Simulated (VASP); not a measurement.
Runs of VASP 6.6.1 on AlNi. The structure is that of space group P4mm (No. 99), or close to it. The cells are those of the table. 

| cell | further INCAR settings | gap on the mesh (eV) | pressure (GPa) | largest force (eV/Å) |
| --- | --- | --- | --- | --- |
| a = 2.862, b = 2.862, c = 9.285 Å, 6 atoms | ALGO = Fast; EDIFF = 1e-06; NBANDS = 28 | none | (a) | 1.41 |
| a = 2.862, b = 2.862, c = 10.585 Å, 6 atoms | ALGO = Fast; EDIFF = 1e-06; NBANDS = 28 | none | (b) | 0.92 |
| a = 2.862, b = 2.862, c = 11.785 Å, 6 atoms | ALGO = Fast; EDIFF = 1e-07; NBANDS = 28 | none | -4.5 | 1.01 |
| a = 2.862, b = 2.862, c = 8.885 Å, 6 atoms | ALGO = Fast; EDIFF = 1e-06; NBANDS = 28 | none | -4.2 | 1.05 |
| a = 2.862, b = 2.862, c = 9.785 Å, 6 atoms | ALGO = Fast; EDIFF = 1e-06; NBANDS = 28 | none | -7.0 | 1.12 |

Alike in all rows: task single point; level PBEsol; potentials or basis VASP PAW PBE potentials, release 64 (Al, Ni); no spin polarisation; k mesh 15 × 15 × 5; cutoff (eV) 520; smearing gaussian 0.15 eV.

Estimate the missing entries.

(a) -6.6; (b) -5.9.

Caveats: the cell stands under tension; the PAW data sets were made with another functional, which shifts forces and pressure a little.

A gap of «none» marks levels without a gap at the run's occupations.
